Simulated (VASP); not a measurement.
Wanted: the native input for a VASP 6.6.1 run.

```
Task                   : single point
Functional             : PBE
Potentials or basis    : VASP PAW PBE potentials, release 64 (Si, C, H)
Cutoff                 : 520 eV
k mesh                 : 1 × 1 × 1, shifted
Occupations            : fermi-dirac, width 0.01 eV
Spin                   : collinear spin
Fixed moment           : 1 μB
Dipole correction      : no
Further INCAR settings : LREAL = Auto; ALGO = Normal; EDIFF = 1e-06; NBANDS = 90
```

The structure of Si16HC16 (a cell with a defect) lies in POSCAR:

```
Si16HC16
1.0
    6.1879230300      0.0000000600      0.0000000000
   -3.0939615600      5.3588985100      0.0000000000
    0.0000000000      0.0000000000     10.1287833600
Si C H
16 16 1
Direct
    0.3346272585      0.1654481992      0.9376930647
    0.1658390416      0.3340512495      0.4367688902
    0.0013349613     -0.0010161796      0.6860565842
   -0.0003391257      0.0005639217      0.1881980975
    0.3372274684      0.6667989048      0.9372016414
    0.1656660813      0.8336600180      0.4367749715
    0.0004932088      0.4986815904      0.6857816940
   -0.0008074557      0.5004306494      0.1864320251
    0.8334054150      0.1625945937      0.9371905119
    0.6660241072      0.3341416582      0.4368469477
    0.4999236479     -0.0006421877      0.6859493419
    0.4986780378      0.0007859658      0.1879860108
    0.8332318854      0.6667729919      0.9375438254
    0.6657853851      0.8341231062      0.4370842800
    0.5003076932      0.4980746447      0.6861011414
    0.4988369186      0.4999527310      0.1881196345
    0.3346674043      0.1648111207      0.7497285251
    0.1648923920      0.3349416500      0.2501176374
    0.0002768868      0.0000499505      0.4998505965
    0.0041458260      0.0012553042      0.0026392748
    0.3333834003      0.6642268823      0.7482949980
    0.1646179704      0.8340851591      0.2501359309
   -0.0000043479      0.4997221384      0.4998118915
    0.0005668226      0.4994902865     -0.0000839385
    0.8353837549      0.1658840625      0.7483170098
    0.6655633423      0.3350076345      0.2500960175
    0.4996981228      0.0001124893      0.4997856853
    0.4990752874      0.0013579384      0.0020251633
    0.8352691377      0.6638948531      0.7485990430
    0.6648391092      0.8347679225      0.2500366776
    0.4999516436      0.4998039099      0.4998586586
    0.4985409436      0.4962159846      0.0024808490
   -0.3316218437     -0.1667937977      0.8617281768
```

One way to write it, as run:

INCAR

```
  PREC = Accurate
  ENCUT = 520
  EDIFF = 1E-6
  ISMEAR = -1
  SIGMA = 0.01
  LREAL = Auto
  LASPH = True
  NELM = 200
  ALGO = Normal
  ISIF = 2
  LWAVE = False
  LCHARG = True
  ISPIN = 2
  MAGMOM = 0 0 0 0 0.01 0 0.02 0 0.01 0 0 0 0.01 0 0 0 0.01 0 0 0.05 0.03 0 0.01 0.05 0.03 0.01 0 0.03 0.03 0 0 0.04 0.42
  LORBIT = 11
  NUPDOWN = 1.0
  GGA = PE
  LELF = True
  LVHAR = True
  NBANDS = 90
  GGA_COMPAT = False
```

KPOINTS

```
Automatic mesh
0
Gamma
  1 1 1
  0.25 0.25 0.25
```

Potentials or basis: VASP PAW PBE potentials, release 64 (Si, C, H).

Command:

```sh
$ cat potpaw_PBE.64/Si/POTCAR potpaw_PBE.64/C/POTCAR potpaw_PBE.64/H/POTCAR > POTCAR
$ mpirun -np 1 vasp_std > vasp.out
```

It gave:

The pressure is 0.0 GPa and the largest force is 0.195 eV/Å. The net moment is 1.00 μB per cell. The site moments are Si +0.00, -0.00, +0.03, +0.01 (each value once); C +0.01, +0.00, +0.04, +0.02, +0.03 (each value once); H +0.25 μB and the valence electrons inside the program's atomic spheres are Si 1.68, 1.67, 1.66, 1.65 (each value once); C 2.52, 2.51, 2.53 (each value once); H 0.51.

Caveat: the k points lie up to 0.59 Å⁻¹ apart; the total moment is fixed, so each spin has its own Fermi level and the state may be an excited one.

It took 16 min on 1 thread of Intel(R) Xeon(R) Platinum 8259CL CPU @ 2.50GHz (Skylake/Cascade Lake), on a shared host, peak memory 0.69 GiB.
